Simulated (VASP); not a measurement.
Set up this calculation in VASP 6.6.1, as the native input.

| Quantity | Value |
| --- | --- |
| Task | relaxation of cell and atoms |
| Functional | PBEsol |
| Potentials or basis | VASP PAW PBE potentials, release 64 (W_sv) |
| Cutoff | 600 eV |
| k mesh | 6 × 6 × 6 |
| Occupations | gaussian, width 0.1 eV |
| Spin | no spin polarisation |
| Dipole correction | no |
| Further INCAR settings | ALGO = Normal; EDIFF = 1e-07; IBRION = 2; EDIFFG = -0.04; NSW = 90; ISIF = 3 |

The structure of W lies in POSCAR:

```
W
1.0
    0.0000000000      2.6305023253      2.6305023253
    2.6305023253      0.0000000000      2.6305023253
    2.6305023253      2.6305023253      0.0000000000
W
2
Direct
    0.5000000000      0.5000000000      0.5000000000
    0.7500000000      0.7500000000      0.7500000000
```

This isn't the form of W at room conditions, which is bcc.

The input as run:

INCAR

```
SYSTEM = W
  PREC = Accurate
  ENCUT = 600
  EDIFF = 1E-7
  ISMEAR = 0
  SIGMA = 0.1
  LREAL = .False.
  LASPH = .True.
  NELM = 80
  ALGO = Normal
  ISIF = 3
  LWAVE = .False.
  LCHARG = .False.
  GGA = PS
  IBRION = 2
  NSW = 90
  EDIFFG = -0.04
```

KPOINTS

```
Automatic mesh
0
Gamma
  6 6 6
  0 0 0
```

Potentials or basis: VASP PAW PBE potentials, release 64 (W_sv).

Run with:

```sh
$ cat potpaw_PBE.64/W_sv/POTCAR > POTCAR
$ mpirun -np 1 vasp_std > vasp.out
```

Results of the run:

```
Relaxed volume                        : 23.91 Å³/atom
Relaxed cell                          : a = 4.074 Å, b = 4.074 Å, c = 4.074 Å, α = 60.00°, β = 60.00°, γ = 60.00°
Space group after relaxing (to 0.1 Å) : Fd-3m (No. 227)
Pressure after relaxing               : 0.0 GPa
Band gap on the k mesh                : zero (bands 14 and 15 overlap by 0.89 eV)
```

Caveat: the volume moved by over 15 % at a fixed basis, so the end points are rough; the PAW data sets were made with another functional, which shifts forces and pressure a little; spin-orbit coupling is left out, which moves the levels of the heavy elements.

Run time: 65 s on 1 thread of Intel(R) Xeon(R) Platinum 8259CL CPU @ 2.50GHz (Skylake/Cascade Lake), on a shared host, peak memory 0.18 GiB.
